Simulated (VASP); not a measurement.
# Zn (P6_3/mmc) in VASP: a series of runs

Zn is run at these levels: PBE; tasks: single point.

All numbers are computed with VASP 6.6.1; they aren't measurements. Logs are shortened: lines on timing, memory, paths and dates and some standing lists are left out, and cuts for length are marked.

**1. The cell of the first run**

The structure is hexagonal, space group P6_3/mmc (No. 194). The conventional cell has a = 2.636 Å, b = 2.636 Å, c = 5.093 Å, α = 90.00°, β = 90.00°, γ = 120.00°. Zn (site symmetry -6m2) has 12 Zn at 2.64 to 2.97 Å within 3.5 Å.

**2. Single point, PBE**

File INCAR:

```
SYSTEM = Zn
PREC = Accurate
ENCUT = 520
EDIFF = 1E-7
ISMEAR = -1
SIGMA = 0.08
LREAL = .FALSE.
LASPH = .TRUE.
NELM = 60
ALGO = Normal
ISIF = 2
LWAVE = .FALSE.
LCHARG = .FALSE.
GGA = PE
NBANDS = 19
```

File KPOINTS:

```
Automatic mesh
0
G
  16 16 7
  0 0 0
```

File POSCAR:

```
Zn
1.0
    1.3178132673     -2.2825195338      0.0000000000
    1.3178132673      2.2825195338      0.0000000000
    0.0000000000      0.0000000000      5.0925371645
Zn
2
Direct
    0.6666666670      0.3333333330      0.2500000000
    0.3333333330      0.6666666670      0.7500000000
```

Potentials or basis: VASP PAW PBE potentials, release 64 (Zn).

The run is started by

```bash
$ cat potpaw_PBE.64/Zn/POTCAR > POTCAR
$ mpirun -np 1 vasp_std > vasp.out
```

OUTCAR:

```text
SYSTEM = Zn
   PREC = Accurate
   ENCUT = 520
   EDIFF = 1E-7
   ISMEAR = -1
   LREAL = .FALSE.
   LASPH = .TRUE.
   NELM = 60
   ISIF = 2
   GGA = PE

 ion  position               nearest neighbor table
   1  0.667  0.333  0.250-   2 2.97   2 2.97   2 2.97   2 2.97   2 2.97   2 2.97
   2  0.333  0.667  0.750-   1 2.97   1 2.97   1 2.97   1 2.97   1 2.97   1 2.97

  LATTYP: Found a hexagonal cell.
 ALAT       =     2.6356265346
 C/A-ratio  =     1.9321922502

  Lattice vectors:

 A1 = (   1.3178132673,  -2.2825195338,   0.0000000000)
 A2 = (   1.3178132673,   2.2825195338,   0.0000000000)
 A3 = (   0.0000000000,   0.0000000000,   5.0925371645)

Analysis of symmetry for initial positions (statically):
=====================================================================
 Subroutine PRICEL returns:
 Original cell was already a primitive cell.

 Routine SETGRP: Setting up the symmetry group for a
 hexagonal supercell.

 Subroutine GETGRP returns: Found 24 space group operations
 (whereof 12 operations were pure point group operations)
 out of a pool of 24 trial point group operations.

The static configuration has the point symmetry D_3d.
 The point group associated with its full space group is D_6h.

Analysis of symmetry for dynamics (positions and initial velocities):
=====================================================================
 Subroutine PRICEL returns:
 Original cell was already a primitive cell.

 Routine SETGRP: Setting up the symmetry group for a
 hexagonal supercell.

 Subroutine GETGRP returns: Found 24 space group operations
 (whereof 12 operations were pure point group operations)
 out of a pool of 24 trial point group operations.

The dynamic configuration has the point symmetry D_3d.
 The point group associated with its full space group is D_6h.

 Subroutine INISYM returns: Found 24 space group operations
 (whereof 12 operations are pure point group operations),
 and found     1 'primitive' translations

----------------------------------------------------------------------------------------

                                     Primitive cell

  volume of cell :      30.6360

  direct lattice vectors                    reciprocal lattice vectors
     1.317813267 -2.282519534  0.000000000     0.379416426 -0.219056176  0.000000000
     1.317813267  2.282519534  0.000000000     0.379416426  0.219056176  0.000000000
     0.000000000  0.000000000  5.092537165     0.000000000  0.000000000  0.196365774

[... 81 lines left out ...]
   ENCUT  =  520.0 eV  38.22 Ry    6.18 a.u.   4.90  4.90  9.47*2*pi/ulx,y,z
   NELM   =     60;   NELMIN=  2; NELMDL= -5     # of ELM steps
   EDIFF  = 0.1E-06   stopping-criterion for ELM
   LREAL  =      F    real-space projection
   EDIFFG = 0.1E-05   stopping-criterion for IOM
   NSW    =      0    number of steps for IOM
   IBRION =     -1    ionic relax: 0-MD 1-quasi-New 2-CG
   NFREE  =      0    steps in history (QN), initial steepest desc. (CG)
   ISIF   =      2    stress and relaxation
   ISYM   =      2    0-nonsym 1-usesym 2-fastsym
   POTIM  = 0.5000    time-step for ionic-motion
   TEBEG  =    0.0;   TEEND  =   0.0 temperature during run
   PSTRESS=    0.0 pullay stress
   NELECT =      24.0000    total number of electrons
   NUPDOWN=      -1.0000    fix difference up-down
   EMIN   =  10.00;   EMAX   =-10.00  energy-range for DOS
   EFERMI =   0.00;   METHOD = LEGACY
   ISMEAR =    -1;   SIGMA  =   0.08  broadening in eV -4-tet -1-fermi 0-gaus
   EFERMI_NEDOS =   21; number of points for ismear=-14 and -15
   IALGO  =     38    algorithm
   IMIX   =      4    mixing-type and parameters
     AMIX     =   0.40;   BMIX     =  1.00
     AMIX_MAG =   1.60;   BMIX_MAG =  1.00
  volume/ion in A,a.u.               =      15.32       103.37
  Fermi-wavevector in a.u.,A,eV,Ry     =   1.509157  2.851893 30.988010  2.277554
  Thomas-Fermi vector in A             =   2.619516
   LORBIT       =      0    0 simple, 1 ext, 2 COOP (PROOUT), +10 PAW based schemes
   GGA     = PE    functional components
   LHFCALC =     F    Hartree Fock is set to
   AEXX    =    0.0000 exact exchange contribution
   IVDW    =     0    specifies the selected vdW correction
   LEPSILON=     F    determine dielectric tensor
   LRPA    =     F    only Hartree local field effects (RPA)
 non-spin polarized calculation
  energy-cutoff  :      520.00
  volume of cell :       30.64
 maximum number of plane-waves:       841
 NGX is ok and might be reduce to    20
   NGX =  9   NGY =  9   NGZ = 19

 number of electron      24.0000003 magnetization

 Free energy of the ion-electron system (eV)
  ---------------------------------------------------
  ext. energy  EPLUGINS =         0.00000000
  ---------------------------------------------------
  free energy    TOTEN  =        -2.22003288 eV

  energy without entropy =       -2.21086026  energy(sigma->0) =       -2.21544657

 E-fermi :   3.0008     XC(G=0): -11.5038

 val. band max:        2.9816826196   @ k =   0.3750   0.1250   0.0000
 cond. band min:       3.0282169955   @ k =   0.3750   0.0625   0.0000
 fundamental gap:      0.0465343759
 Fermi energy:         3.0007773293

 k-point     1 :       0.0000    0.0000    0.0000
  band No.  band energies     occupation
      1      -7.3006      2.00000
      2      -5.6142      2.00000
      3      -4.9040      2.00000
      4      -4.6314      2.00000
      5      -4.6314      2.00000
      6      -4.5912      2.00000
[... 505 lines left out ...]
      6      -4.5602      2.00000
[... 11 lines left out ...]
     18      14.0538      0.00000
     19      15.6236      0.00000

 [... further k-points ...]

------------------------ aborting loop because EDIFF is reached ----------------------------------------

  FORCE on cell =-STRESS in cart. coord.  units (eV):
  Direction    XX          YY          ZZ          XY          YZ          ZX
  --------------------------------------------------------------------------------------
  -------------------------------------------------------------------------------------
  Total        0.2087265      0.2087265     -0.1839989      0.0000000      0.0000000      0.0000000
  in kB       10.9157994     10.9157994     -9.6226154      0.0000000      0.0000000      0.0000000
  external PRESSURE =       4.0696611 kB  Pullay stress =       0.0000000 kB

 VOLUME and BASIS-vectors are now :
 -----------------------------------------------------------------------------
  energy-cutoff  :      520.00
  volume of cell :       30.64
      direct lattice vectors                 reciprocal lattice vectors
     1.317813267 -2.282519534  0.000000000     0.379416426 -0.219056176  0.000000000
     1.317813267  2.282519534  0.000000000     0.379416426  0.219056176  0.000000000
     0.000000000  0.000000000  5.092537165     0.000000000  0.000000000  0.196365774

 POSITION                                       TOTAL-FORCE (eV/Angst)
 -----------------------------------------------------------------------------------
      1.31781     -0.76084      1.27313         0.000000      0.000000      0.000000
      1.31781      0.76084      3.81940        -0.000000     -0.000000      0.000000
 -----------------------------------------------------------------------------------
    total drift:                               -0.000000      0.000000      0.000000

  FREE ENERGIE OF THE ION-ELECTRON SYSTEM (eV)
  ---------------------------------------------------
  free  energy   TOTEN  =        -2.2200328788 eV

  energy  without entropy=       -2.2108602568  energy(sigma->0) =       -2.21544657
```

OSZICAR:

```text
N       E                     dE             d eps       ncg     rms          rms(c)
DAV:   1     0.114678596836E+03    0.11468E+03   -0.12394E+04  4672   0.199E+03
DAV:   2     0.273078349550E+01   -0.11195E+03   -0.10807E+03  4592   0.297E+02
DAV:   3    -0.239886009973E+01   -0.51296E+01   -0.51112E+01  5151   0.703E+01
DAV:   4    -0.242936690327E+01   -0.30507E-01   -0.30499E-01  5011   0.562E+00
DAV:   5    -0.242940679793E+01   -0.39895E-04   -0.39894E-04  5024   0.184E-01    0.397E+00
DAV:   6    -0.223335655935E+01    0.19605E+00   -0.77375E-01  5081   0.185E+01    0.296E+00
DAV:   7    -0.222440652043E+01    0.89500E-02   -0.26443E-02  5700   0.272E+00    0.153E+00
DAV:   8    -0.222001451805E+01    0.43920E-02   -0.19430E-03  6199   0.666E-01    0.486E-02
DAV:   9    -0.222002992994E+01   -0.15412E-04   -0.25918E-04  6020   0.203E-01    0.348E-02
DAV:  10    -0.222003336143E+01   -0.34315E-05   -0.23375E-05  4840   0.572E-02    0.280E-03
DAV:  11    -0.222003322315E+01    0.13828E-06   -0.10496E-07  4302   0.322E-03    0.190E-03
DAV:  12    -0.222003287266E+01    0.35048E-06   -0.20905E-08  2712   0.265E-03    0.160E-04
DAV:  13    -0.222003287882E+01   -0.61573E-08   -0.83052E-09  2550   0.841E-04
   1 F= -.22200329E+01 E0= -.22154466E+01  d E =-.917262E-02
```

Run time: 86 s. Hardware: 1 thread of Intel Xeon 8259CL, shared host; peak memory 0.15 GiB.

Results:

| Item | Value |
| --- | --- |
| Free energy | -2.2200 eV |
| Pressure | 0.4 GPa |
| Band gap on the k mesh | zero (bands 12 and 13 overlap by 4.61 eV) |

Stress tensor (GPa, compression positive):
```
 1.09  0.00  0.00
 0.00  1.09  0.00
 0.00  0.00 -0.96
```

Levels at points of the mesh, in eV from the Fermi level:
```tsv
k point	band 10	band 11	band 12	band 13	band 14	band 15
(0.00, 0.00, 0.00)	-7.04	-7.04	-3.71	-3.43	12.31	16.14
(0.50, 0.00, 0.00)	-6.81	-2.63	-1.91	2.42	3.62	3.91
```

**3. Single point, PBE**

File INCAR:

```
  PREC = Accurate
  ENCUT = 520
  EDIFF = 1E-6
  ISMEAR = -1
  SIGMA = 0.08
  LREAL = False
  LASPH = True
  NELM = 80
  ALGO = Normal
  ISIF = 2
  LWAVE = False
  LCHARG = False
  GGA = PE
  NBANDS = 19
```

File KPOINTS:

```
Automatic mesh
0
Gamma
  16 16 7
```

POSCAR is that of step 2.

Potentials or basis: VASP PAW PBE potentials, release 64 (Zn).

The run is started by

```bash
$ cat potpaw_PBE.64/Zn/POTCAR > POTCAR
$ mpirun -np 1 vasp_std > vasp.out
```

OUTCAR:

```text
PREC = Accurate
   ENCUT = 520
   EDIFF = 1E-6
   ISMEAR = -1
   LREAL = False
   LASPH = True
   NELM = 80
   ISIF = 2
   GGA = PE

 ion  position               nearest neighbor table
   1  0.667  0.333  0.250-   2 2.97   2 2.97   2 2.97   2 2.97   2 2.97   2 2.97
   2  0.333  0.667  0.750-   1 2.97   1 2.97   1 2.97   1 2.97   1 2.97   1 2.97

  LATTYP: Found a hexagonal cell.
 ALAT       =     2.6356265346
 C/A-ratio  =     1.9321922502

  Lattice vectors:

 A1 = (   1.3178132673,  -2.2825195338,   0.0000000000)
 A2 = (   1.3178132673,   2.2825195338,   0.0000000000)
 A3 = (   0.0000000000,   0.0000000000,   5.0925371645)

Analysis of symmetry for initial positions (statically):
=====================================================================
 Subroutine PRICEL returns:
 Original cell was already a primitive cell.

 Routine SETGRP: Setting up the symmetry group for a
 hexagonal supercell.

 Subroutine GETGRP returns: Found 24 space group operations
 (whereof 12 operations were pure point group operations)
 out of a pool of 24 trial point group operations.

The static configuration has the point symmetry D_3d.
 The point group associated with its full space group is D_6h.

Analysis of symmetry for dynamics (positions and initial velocities):
=====================================================================
 Subroutine PRICEL returns:
 Original cell was already a primitive cell.

 Routine SETGRP: Setting up the symmetry group for a
 hexagonal supercell.

 Subroutine GETGRP returns: Found 24 space group operations
 (whereof 12 operations were pure point group operations)
 out of a pool of 24 trial point group operations.

The dynamic configuration has the point symmetry D_3d.
 The point group associated with its full space group is D_6h.

 Subroutine INISYM returns: Found 24 space group operations
 (whereof 12 operations are pure point group operations),
 and found     1 'primitive' translations

[... 110 lines left out ...]
   EFERMI_NEDOS =   21; number of points for ismear=-14 and -15
   IALGO  =     38    algorithm
   IMIX   =      4    mixing-type and parameters
     AMIX     =   0.40;   BMIX     =  1.00
     AMIX_MAG =   1.60;   BMIX_MAG =  1.00
  volume/ion in A,a.u.               =      15.32       103.37
  Fermi-wavevector in a.u.,A,eV,Ry     =   1.509157  2.851893 30.988010  2.277554
  Thomas-Fermi vector in A             =   2.619516
   LORBIT       =      0    0 simple, 1 ext, 2 COOP (PROOUT), +10 PAW based schemes
   GGA     = PE    functional components
   LHFCALC =     F    Hartree Fock is set to
   AEXX    =    0.0000 exact exchange contribution
   IVDW    =     0    specifies the selected vdW correction
   LEPSILON=     F    determine dielectric tensor
   LRPA    =     F    only Hartree local field effects (RPA)
 non-spin polarized calculation
  energy-cutoff  :      520.00
  volume of cell :       30.64
 maximum number of plane-waves:       841
 NGX is ok and might be reduce to    20
   NGX =  9   NGY =  9   NGZ = 19

 number of electron      24.0000003 magnetization

 Free energy of the ion-electron system (eV)
  ---------------------------------------------------
  ext. energy  EPLUGINS =         0.00000000
  ---------------------------------------------------
  free energy    TOTEN  =        -2.22003322 eV

  energy without entropy =       -2.21086060  energy(sigma->0) =       -2.21544691

 E-fermi :   3.0007     XC(G=0): -11.5038

 val. band max:        2.9816573545   @ k =   0.3750   0.1250   0.0000
 cond. band min:       3.0281962786   @ k =   0.3750   0.0625   0.0000
 fundamental gap:      0.0465389241
 Fermi energy:         3.0007494552

 k-point     1 :       0.0000    0.0000    0.0000
  band No.  band energies     occupation
      1      -7.3006      2.00000
      2      -5.6144      2.00000
      3      -4.9042      2.00000
      4      -4.6317      2.00000
      5      -4.6317      2.00000
      6      -4.5914      2.00000
[... 505 lines left out ...]
      6      -4.5604      2.00000
[... 11 lines left out ...]
     18      14.0538      0.00000
     19      15.6236      0.00000

 [... further k-points ...]

------------------------ aborting loop because EDIFF is reached ----------------------------------------

  FORCE on cell =-STRESS in cart. coord.  units (eV):
  Direction    XX          YY          ZZ          XY          YZ          ZX
  --------------------------------------------------------------------------------------
  -------------------------------------------------------------------------------------
  Total        0.2117476      0.2117476     -0.1811107      0.0000000      0.0000000      0.0000000
  in kB       11.0737977     11.0737977     -9.4715735      0.0000000      0.0000000      0.0000000
  external PRESSURE =       4.2253407 kB  Pullay stress =       0.0000000 kB

 VOLUME and BASIS-vectors are now :
 -----------------------------------------------------------------------------
  energy-cutoff  :      520.00
  volume of cell :       30.64
      direct lattice vectors                 reciprocal lattice vectors
     1.317813267 -2.282519534  0.000000000     0.379416426 -0.219056176  0.000000000
     1.317813267  2.282519534  0.000000000     0.379416426  0.219056176  0.000000000
     0.000000000  0.000000000  5.092537165     0.000000000  0.000000000  0.196365774

 POSITION                                       TOTAL-FORCE (eV/Angst)
 -----------------------------------------------------------------------------------
      1.31781     -0.76084      1.27313        -0.000000      0.000000      0.000000
      1.31781      0.76084      3.81940         0.000000     -0.000000      0.000000
 -----------------------------------------------------------------------------------
    total drift:                               -0.000000      0.000000      0.000000

  FREE ENERGIE OF THE ION-ELECTRON SYSTEM (eV)
  ---------------------------------------------------
  free  energy   TOTEN  =        -2.2200332223 eV

  energy  without entropy=       -2.2108605982  energy(sigma->0) =       -2.21544691
```

OSZICAR:

```text
N       E                     dE             d eps       ncg     rms          rms(c)
DAV:   1     0.114678596836E+03    0.11468E+03   -0.12394E+04  4672   0.199E+03
DAV:   2     0.273078349550E+01   -0.11195E+03   -0.10807E+03  4592   0.297E+02
DAV:   3    -0.239886009973E+01   -0.51296E+01   -0.51112E+01  5151   0.703E+01
DAV:   4    -0.242936690327E+01   -0.30507E-01   -0.30499E-01  5011   0.562E+00
DAV:   5    -0.242940679793E+01   -0.39895E-04   -0.39894E-04  5024   0.184E-01    0.397E+00
DAV:   6    -0.223335655935E+01    0.19605E+00   -0.77375E-01  5081   0.185E+01    0.296E+00
DAV:   7    -0.222440652043E+01    0.89500E-02   -0.26443E-02  5700   0.272E+00    0.153E+00
DAV:   8    -0.222001451805E+01    0.43920E-02   -0.19430E-03  6199   0.666E-01    0.486E-02
DAV:   9    -0.222002992994E+01   -0.15412E-04   -0.25918E-04  6020   0.203E-01    0.348E-02
DAV:  10    -0.222003336143E+01   -0.34315E-05   -0.23375E-05  4840   0.572E-02    0.280E-03
DAV:  11    -0.222003322233E+01    0.13910E-06   -0.10067E-07  3028   0.322E-03
   1 F= -.22200332E+01 E0= -.22154469E+01  d E =-.917262E-02
```

Run time: 76 s. Hardware: 1 thread of Intel Xeon 8259CL, shared host; peak memory 0.15 GiB.

Results:

```yaml
Free_energy: -2.2200 eV
Pressure: 0.4 GPa
Band_gap_on_the_k_mesh: zero (bands 12 and 13 overlap by 4.61 eV)
```

Stress tensor (GPa, compression positive):
```
 1.11  0.00  0.00
 0.00  1.11  0.00
 0.00  0.00 -0.95
```

The gap in the log of VASP goes by the Fermi energy; the results here count the filled bands.